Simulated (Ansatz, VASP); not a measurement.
This is a calculation of FeO for Ansatz 0.2.0.

input.yaml

```yaml
crystal:
  lattice:
    - [0.0, 2.1554, 2.1554]
    - [2.1554, 0.0, 2.1554]
    - [2.1554, 2.1554, 0.0]
  atoms:
    - { symbol: Fe, position: [0.0, 0.0, 0.0], spin: 3.0 }
    - { symbol: O, position: [0.5, 0.5, 0.5] }
hamiltonian:
  xc: rpbe
  pseudopotentials: { kind: paw }
  dispersion: d3bj
magnetization:
  spin_polarized: true
kpoints:
  mp_grid: { grid: [11, 11, 11] }
scf:
  occupations: { method: fermi_dirac, width: 0.05 }
output:
  forces: true
  stress: true
relax:
  f_tol: 0.01
  max_steps: 40
  cell: { stress_tol: 0.05 }
```

Potentials or basis: Ansatz PAW.

Run with:

```sh
$ ansatz run input.yaml --threads 2 --pin off --max-ram 5632MiB --backend cpu --events-out ev --progress --plain --runs-dir out
```

Set up the same calculation for VASP 6.6.1. Potentials there: VASP PAW PBE potentials, release 64 (Fe, O).

As run (the cutoff follows the program's own potentials):

File INCAR:

```
SYSTEM = FeO
PREC = Accurate
ENCUT = 600
EDIFF = 1E-6
ISMEAR = -1
SIGMA = 0.05
LREAL = .FALSE.
LASPH = .TRUE.
NELM = 150
ALGO = Normal
ISIF = 3
LWAVE = .FALSE.
LCHARG = .FALSE.
ISPIN = 2
MAGMOM = 3 0
LORBIT = 11
LMAXMIX = 4
GGA = RP
IVDW = 12
IBRION = 2
NSW = 60
EDIFFG = -0.01
```

File KPOINTS:

```
regular mesh
0
G
  11 11 11
  0 0 0
```

POSCAR

```
FeO
1.0
    0.0000000000      2.1554000000      2.1554000000
    2.1554000000      0.0000000000      2.1554000000
    2.1554000000      2.1554000000      0.0000000000
Fe O
1 1
Direct
    0.0000000000      0.0000000000      0.0000000000
    0.5000000000      0.5000000000      0.5000000000
```

Potentials or basis: VASP PAW PBE potentials, release 64 (Fe, O).

The run is started by

```sh
$ cat potpaw_PBE.64/Fe/POTCAR potpaw_PBE.64/O/POTCAR > POTCAR
$ mpirun -np 1 vasp_std > vasp.out
```

Both were run:

|  | VASP | Ansatz | Ansatz less VASP |
| --- | --- | --- | --- |
| net moment per atom (μB) | 2.00 | 2.00 | 0.000 |
| size of the moment on the site where the two differ most (μB) | 3.62 | 3.43 | -0.185 |
| relaxed volume (Å³/atom) | 9.47 | 9.46 | -0.002 |
| relaxed cell length with the largest relative difference (Å) | 2.992 | 2.991 | -0.0002 |

VASP's potentials were made for PBE, not for RPBE. Site moments also hang on the region over which each program counts them. VASP's potentials hold 14 valence electrons a cell and Ansatz's 22, so a difference there can come from the potentials and not from the codes.

Noted on Ansatz's run: the plane-wave basis is chosen anew once the cell has moved, so the energies of steps on either side of that aren't comparable.
